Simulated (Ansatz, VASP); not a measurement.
**Two plane-wave programs on CaO**

File INCAR:

```
SYSTEM = CaO
PREC     = Accurate       ! precision mode
ENCUT    = 520            ! plane-wave cutoff, eV
EDIFF    = 1E-6           ! SCF threshold, eV
ISMEAR   = -1             ! smearing method
SIGMA    = 0.02           ! smearing width, eV
LREAL    = .FALSE.        ! projectors in reciprocal space
LASPH    = .TRUE.         ! aspherical terms in the spheres
NELM     = 80             ! most SCF steps
ALGO     = Normal         ! electronic algorithm
ISIF     = 2              ! what is computed and relaxed
LWAVE    = .FALSE.        ! write WAVECAR
LCHARG   = .FALSE.        ! write CHGCAR
GGA      = PE             ! functional
NBANDS   = 24             ! bands
```

Contents of KPOINTS:

```
Automatic mesh
0
G
  12 12 4
  0 0 0
```

File POSCAR:

```
CaO
1.0
    3.4434382777      0.0000000000      0.0000000000
   -1.7217191388      2.9821050248      0.0000000000
    0.0000000000      0.0000000000      5.8143085363
Ca O
2 2
Direct
    0.0000000000      0.0000000000      0.0000000000
    0.0000000000      0.0000000000      0.5000000000
    0.3333333333      0.6666666667      0.2500000000
    0.6666666667      0.3333333333      0.7500000000
```

Input for Ansatz:

```yaml
crystal:
  lattice:
    - [3.4434382777, 0.0, 0.0]
    - [-1.7217191388, 2.9821050248, 0.0]
    - [0.0, 0.0, 5.8143085363]
  atoms:
    - { symbol: Ca, position: [0.0, 0.0, 0.0] }
    - { symbol: Ca, position: [0.0, 0.0, 0.5] }
    - { symbol: O, position: [0.3333333333, 0.6666666667, 0.25] }
    - { symbol: O, position: [0.6666666667, 0.3333333333, 0.75] }
kpoints:
  mp_grid: { grid: [12, 12, 4] }
  band_path:
    path:
      - [0.0, 0.0, 0.0]
      - [0.5, 0.0, 0.0]
      - [0.3333333333, 0.3333333333, 0.0]
      - [0.0, 0.0, 0.5]
      - [0.5, 0.0, 0.5]
      - [0.3333333333, 0.3333333333, 0.5]
    npoints: 1
hamiltonian:
  xc: pbe
scf:
  occupations: { method: fermi_dirac, width: 0.02 }
  n_extra_bands: 5
output:
  forces: true
  stress: true
  eigenvalues: true
```

Change from the starting cell: biaxial_xy strain +3.7%.

Alike in both runs: task single point; functional PBE; k mesh 12 × 12 × 4; occupations fermi-dirac, width 0.02 eV; no spin polarisation.

|  | VASP | Ansatz |
| --- | --- | --- |
| version | VASP 6.6.1 | Ansatz 0.2.0 |
| potentials or method | VASP PAW PBE potentials, release 64 (Ca_sv, O) | plane waves, PAW |
| plane-wave cutoff (eV) | 520 | 420 |
| valence electrons in the cell | 32 | 32 |

Ansatz gave:

- gap on the k mesh at the Fermi level (eV): 3.87
- pressure (GPa): -4.2
- traceless stress, the component that is largest in VASP (GPa): 5.69

**Question.** Which values does VASP return?

**Answer.** gap on the k mesh at the Fermi level (eV): 3.86; pressure (GPa): -3.8; traceless stress, the component that is largest in VASP (GPa): 5.76.
